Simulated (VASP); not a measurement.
A run of VASP 6.6.1:

The input POSCAR:

```
WC
1.0
    0.0000000000      2.1325799578      2.1325799578
    2.1325799578      0.0000000000      2.1325799578
    2.1325799578      2.1325799578      0.0000000000
W C
1 1
Direct
    0.0000000000      0.0000000000      0.0000000000
    0.5000000000      0.5000000000      0.5000000000
```

File INCAR.step1:

```
SYSTEM = WC
PREC     = Accurate       ! precision mode
ENCUT    = 520            ! plane-wave cutoff, eV
ISMEAR   = 0              ! smearing method
SIGMA    = 0.05           ! smearing width, eV
LREAL    = .FALSE.        ! projectors in reciprocal space
LASPH    = .TRUE.         ! aspherical terms in the spheres
NELM     = 80             ! most SCF steps
NBANDS   = 16             ! bands
GGA      = PE             ! functional
ALGO     = Normal         ! electronic algorithm
EDIFF    = 1E-4           ! SCF threshold, eV
LWAVE    = .TRUE.         ! write WAVECAR
LCHARG   = .FALSE.        ! write CHGCAR
```

Contents of INCAR.step2:

```
SYSTEM = WC
PREC     = Accurate       ! precision mode
ENCUT    = 520            ! plane-wave cutoff, eV
EDIFF    = 1E-6           ! SCF threshold, eV
ISMEAR   = 0              ! smearing method
SIGMA    = 0.05           ! smearing width, eV
LREAL    = .FALSE.        ! projectors in reciprocal space
LASPH    = .TRUE.         ! aspherical terms in the spheres
NELM     = 80             ! most SCF steps
ALGO     = Normal         ! electronic algorithm
ISIF     = 2              ! what is computed and relaxed
LWAVE    = .FALSE.        ! write WAVECAR
LCHARG   = .FALSE.        ! write CHGCAR
METAGGA  = R2SCAN         ! meta-GGA
LMIXTAU  = .TRUE.       
NBANDS   = 16             ! bands
ISTART   = 1
```

File KPOINTS:

```
regular mesh
0
G
  11 11 11
  0 0 0
```

Potentials or basis: VASP PAW PBE potentials, release 64 (W_sv, C).

Command:

```sh
$ cat potpaw_PBE.64/W_sv/POTCAR potpaw_PBE.64/C/POTCAR > POTCAR
$ cp INCAR.step1 INCAR
$ mpirun -np 1 vasp_std > vasp.out
$ cp INCAR.step2 INCAR
$ mpirun -np 1 vasp_std > vasp.out
```

Hardware: 1 thread of Intel(R) Xeon(R) 6975P-C (Granite Rapids) (shared host).

Question: Estimate the wall time of this run.

Answer: It took 24 s on 1 thread of Intel(R) Xeon(R) 6975P-C (Granite Rapids), with other jobs on the host, peak memory 0.15 GiB. Counts: k points 56.
